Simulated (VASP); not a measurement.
Write the native input for VASP 6.6.1 that does the following.

```
Task                   : relaxation of cell and atoms
Functional             : PBE
Potentials or basis    : VASP PAW PBE potentials, release 64 (Nb_sv, C)
Cutoff                 : 600 eV
k mesh                 : 10 × 10 × 10
Occupations            : gaussian, width 0.1 eV
Spin                   : no spin polarisation
Dipole correction      : no
Further INCAR settings : ALGO = Normal; EDIFF = 1e-06; IBRION = 2; EDIFFG = -0.01; NSW = 100; ISIF = 3
```

The structure of NbC4 lies in POSCAR:

```
NbC4
1.0
   -2.4690353249      2.4690353249      2.4690353249
    2.4690353249     -2.4690353249      2.4690353249
    2.4690353249      2.4690353249     -2.4690353249
Nb C
1 4
Direct
    0.0000000000      0.0000000000      0.0000000000
    0.5000000000      0.5000000000      0.5000000000
    0.0000000000      0.0000000000      0.5000000000
    0.0000000000      0.5000000000      0.0000000000
    0.5000000000      0.0000000000      0.0000000000
```

One way to write it, as run:

INCAR

```
  PREC = Accurate
  ENCUT = 600
  EDIFF = 1E-6
  ISMEAR = 0
  SIGMA = 0.1
  LREAL = False
  LASPH = True
  NELM = 60
  ALGO = Normal
  ISIF = 3
  LWAVE = False
  LCHARG = False
  GGA = PE
  IBRION = 2
  NSW = 100
  EDIFFG = -0.01
```

KPOINTS

```
regular mesh
0
Gamma
  10 10 10
```

Potentials or basis: VASP PAW PBE potentials, release 64 (Nb_sv, C).

The run is started by

```sh
$ cat potpaw_PBE.64/Nb_sv/POTCAR potpaw_PBE.64/C/POTCAR > POTCAR
$ mpirun -np 1 vasp_std > vasp.out
```

Results of the run:

* Relaxed volume: 11.96 Å³/atom
* Relaxed cell: a = 4.266 Å, b = 4.266 Å, c = 4.266 Å, α = 109.47°, β = 109.47°, γ = 109.47°
* Space group after relaxing (to 0.05 Å): Im-3m (No. 229)
* Energy gained by relaxing: 0.3 meV/atom
* Ionic steps: 3
* Pressure after relaxing: 0.0 GPa

Wall time 2 min on 1 thread of Intel(R) Xeon(R) Platinum 8124M CPU @ 3.00GHz (Skylake/Cascade Lake) (shared host), peak memory 0.24 GiB.
